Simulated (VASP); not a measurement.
# WC (Qusongite) (P-6m2) in VASP: notebook, part 2 of 2

VASP 6.6.1.

### Step 3. Single point, PBEsol

This run uses another cell than the first one, of 9.60 Å³/atom, 1.028 times its volume.

Input file INCAR:

```
SYSTEM = WC
PREC = Accurate
ENCUT = 520
EDIFF = 1E-7
ISMEAR = -1
SIGMA = 0.05
LREAL = .FALSE.
LASPH = .TRUE.
NELM = 60
ALGO = Normal
ISIF = 2
LWAVE = .FALSE.
LCHARG = .FALSE.
GGA = PS
NBANDS = 16
```

Input file KPOINTS:

```
regular mesh
0
G
  11 11 10
  0 0 0
```

Input file POSCAR:

```
WC
1.0
    2.8319412418      0.0000000000      0.0000000000
   -1.4159706209      2.4525302941      0.0000000000
    0.0000000000      0.0000000000      2.7638343460
W C
1 1
Direct
    0.0000000000      0.0000000000      0.0000000000
    0.6666666667      0.3333333333      0.5000000000
```

Potentials or basis: VASP PAW PBE potentials, release 64 (W_sv, C).

On the command line:

```bash
$ cat potpaw_PBE.64/W_sv/POTCAR potpaw_PBE.64/C/POTCAR > POTCAR
$ mpirun -np 1 vasp_std > vasp.out
```

OUTCAR:

```text
SYSTEM = WC
   PREC = Accurate
   ENCUT = 520
   EDIFF = 1E-7
   ISMEAR = -1
   LREAL = .FALSE.
   LASPH = .TRUE.
   NELM = 60
   ISIF = 2
   GGA = PS

 ion  position               nearest neighbor table
   1  0.000  0.000  0.000-   2 2.14   2 2.14   2 2.14   2 2.14   2 2.14   2 2.14
   2  0.667  0.333  0.500-   1 2.14   1 2.14   1 2.14   1 2.14   1 2.14   1 2.14

  LATTYP: Found a hexagonal cell.
 ALAT       =     2.8319412418
 C/A-ratio  =     0.9759504559

  Lattice vectors:

 A1 = (   2.8319412418,   0.0000000000,   0.0000000000)
 A2 = (  -1.4159706209,   2.4525302941,   0.0000000000)
 A3 = (   0.0000000000,   0.0000000000,   2.7638343460)

Analysis of symmetry for initial positions (statically):
=====================================================================
 Subroutine PRICEL returns:
 Original cell was already a primitive cell.

 Routine SETGRP: Setting up the symmetry group for a
 hexagonal supercell.

 Subroutine GETGRP returns: Found 12 space group operations
[... 158 lines left out ...]
  ---------------------------------------------------
  ext. energy  EPLUGINS =         0.00000000
  ---------------------------------------------------
  free energy    TOTEN  =       -23.75417472 eV

  energy without entropy =      -23.75108279  energy(sigma->0) =      -23.75262876

 E-fermi :  12.1809     XC(G=0): -14.3641

 val. band max:       12.1561729389   @ k =   0.4545   0.0000   0.4000
 cond. band min:      12.1971869583   @ k =   0.0000   0.0000   0.1000
 fundamental gap:      0.0410140194
 Fermi energy:        12.1808644971

 k-point     1 :       0.0000    0.0000    0.0000
  band No.  band energies     occupation
      1     -61.6968      2.00000
      2     -25.6806      2.00000
      3     -25.5465      2.00000
      4     -25.5465      2.00000
      5      -2.9523      2.00000
      6       7.2782      2.00000
[... 433 lines left out ...]
      3     -25.7043      2.00000
      4     -25.6768      2.00000
      5      -1.2275      2.00000
      6       6.3826      2.00000
[... 8 lines left out ...]
     15      26.0913      0.00000
     16      30.7292      0.00000

 [... further k-points ...]
[... 5 lines left out ...]
  --------------------------------------------------------------------------------------
  -------------------------------------------------------------------------------------
  Total        3.9788542      3.9788453      4.5236261      0.0000000      0.0000000      0.0000000
  in kB      332.0916719    332.0909236    377.5605920      0.0000000      0.0000000      0.0000000
  external PRESSURE =     347.2477292 kB  Pullay stress =       0.0000000 kB

 VOLUME and BASIS-vectors are now :
 -----------------------------------------------------------------------------
  energy-cutoff  :      520.00
  volume of cell :       19.20
      direct lattice vectors                 reciprocal lattice vectors
     2.831941242  0.000000000  0.000000000     0.353114671  0.203871080  0.000000000
    -1.415970621  2.452530294  0.000000000     0.000000000  0.407742160  0.000000000
     0.000000000  0.000000000  2.763834346     0.000000000  0.000000000  0.361816185

 POSITION                                       TOTAL-FORCE (eV/Angst)
 -----------------------------------------------------------------------------------
      0.00000      0.00000      0.00000         0.000000      0.000000      0.000000
      1.41597      0.81751      1.38192         0.000000     -0.000000      0.000000
 -----------------------------------------------------------------------------------
    total drift:                               -0.000000     -0.000011      0.000000

  FREE ENERGIE OF THE ION-ELECTRON SYSTEM (eV)
  ---------------------------------------------------
  free  energy   TOTEN  =       -23.7541747169 eV

  energy  without entropy=      -23.7510827945  energy(sigma->0) =      -23.75262876
```

OSZICAR:

```text
N       E                     dE             d eps       ncg     rms          rms(c)
DAV:   1     0.109796597856E+03    0.10980E+03   -0.94170E+03  3072   0.126E+03
DAV:   2    -0.235207160293E+02   -0.13332E+03   -0.12882E+03  3704   0.340E+02
DAV:   3    -0.266346079168E+02   -0.31139E+01   -0.31046E+01  3352   0.497E+01
DAV:   4    -0.266493143489E+02   -0.14706E-01   -0.14706E-01  4016   0.381E+00
DAV:   5    -0.266494106352E+02   -0.96286E-04   -0.96287E-04  3360   0.292E-01    0.387E+01
DAV:   6    -0.238350151185E+02    0.28144E+01   -0.49847E+00  3672   0.248E+01    0.118E+01
DAV:   7    -0.237853428988E+02    0.49672E-01   -0.32253E-01  3144   0.442E+00    0.729E+00
DAV:   8    -0.237550848078E+02    0.30258E-01   -0.41184E-02  3520   0.158E+00    0.102E+00
DAV:   9    -0.237542587827E+02    0.82603E-03   -0.22748E-03  3368   0.328E-01    0.980E-02
DAV:  10    -0.237541776619E+02    0.81121E-04   -0.24152E-04  3576   0.183E-01    0.455E-02
DAV:  11    -0.237541752395E+02    0.24225E-05   -0.13190E-05  3664   0.357E-02    0.681E-03
DAV:  12    -0.237541747446E+02    0.49489E-06   -0.16851E-06  3400   0.107E-02    0.779E-04
DAV:  13    -0.237541747169E+02    0.27680E-07   -0.62941E-08  2352   0.216E-03
   1 F= -.23754175E+02 E0= -.23752629E+02  d E =-.309192E-02
```

stdout:

```text
POSCAR found type information on POSCAR W C
 POSCAR found :  2 types and       2 ions
 scaLAPACK will be used
 -----------------------------------------------------------------------------
|                                                                             |
|                                                                             |
|     You enforced a specific xc type in the INCAR file but a different       |
|     I HOPE YOU KNOW WHAT YOU ARE DOING!                                     |
|                                                                             |
 -----------------------------------------------------------------------------

 LDA part: xc-table for (Slater+PW92), standard interpolation
 POSCAR, INCAR and KPOINTS ok, starting setup
 FFT: planning ... GRIDC
 FFT: planning ... GRID_SOFT
 FFT: planning ... GRID
 WAVECAR not read
 entering main loop
```

It took 17 s on 1 thread of Intel Xeon 6975P-C, shared host; peak memory 0.16 GiB.

Results:

| Property | Result |
| --- | --- |
| Free energy | -23.7542 eV |
| Pressure | 34.7 GPa |
| Band gap on the k mesh | zero (band 9 reaches 12.74 eV, above the bottom of band 10 at 11.38 eV) |

Stress tensor (GPa, compression positive):
```
33.21  0.00  0.00
 0.00 33.21  0.00
 0.00  0.00 37.76
```

Caveat: the PAW data sets were made with another functional, which shifts forces and pressure a little; spin-orbit coupling is left out, which moves the levels of the heavy elements.

### Step 4. Single point, PBEsol

This run uses another cell than the first one, of 9.86 Å³/atom, 1.056 times its volume.

Input file INCAR:

```
SYSTEM = WC
ALGO = Normal
EDIFF = 1E-7
ENCUT = 520
GGA = PS
ISIF = 2
ISMEAR = -1
LASPH = .TRUE.
LCHARG = .FALSE.
LREAL = .FALSE.
LWAVE = .FALSE.
NBANDS = 16
NELM = 100
PREC = Accurate
SIGMA = 0.05
```

Input file KPOINTS:

```
k-points
0
G
  11 11 10
  0 0 0
```

Input file POSCAR:

```
WC
1.0
    2.8572277694      0.0000000000      0.0000000000
   -1.4286138847      2.4744290447      0.0000000000
    0.0000000000      0.0000000000      2.7885127441
W C
1 1
Direct
    0.0000000000      0.0000000000      0.0000000000
    0.6666666667      0.3333333333      0.5000000000
```

On the command line:

```bash
$ cat potpaw_PBE.64/W_sv/POTCAR potpaw_PBE.64/C/POTCAR > POTCAR
$ mpirun -np 1 vasp_std > vasp.out
```

It took 17 s on 1 thread of Intel Xeon 6975P-C, shared host; peak memory 0.16 GiB.

Results (log left out):

* Free energy: -23.8439 eV
* Pressure: 20.8 GPa
* Band gap on the k mesh: zero (band 9 reaches 12.34 eV, above the bottom of band 10 at 11.02 eV)

Stress tensor (GPa, compression positive):
```
19.90  0.00  0.00
 0.00 19.90  0.00
 0.00  0.00 22.54
```

Levels at points of the mesh, in eV from the Fermi level:
| k point | band 7 | band 8 | band 9 | band 10 | band 11 | band 12 |
| --- | --- | --- | --- | --- | --- | --- |
| (0.00, 0.00, 0.00) | -3.63 | -3.63 | 0.05 | 3.39 | 3.39 | 5.87 |
| (0.00, 0.00, 0.50) | -2.23 | -2.23 | -0.74 | -0.74 | 3.83 | 4.58 |

Caveat: the PAW data sets were made with another functional, which shifts forces and pressure a little; spin-orbit coupling is left out, which moves the levels of the heavy elements.
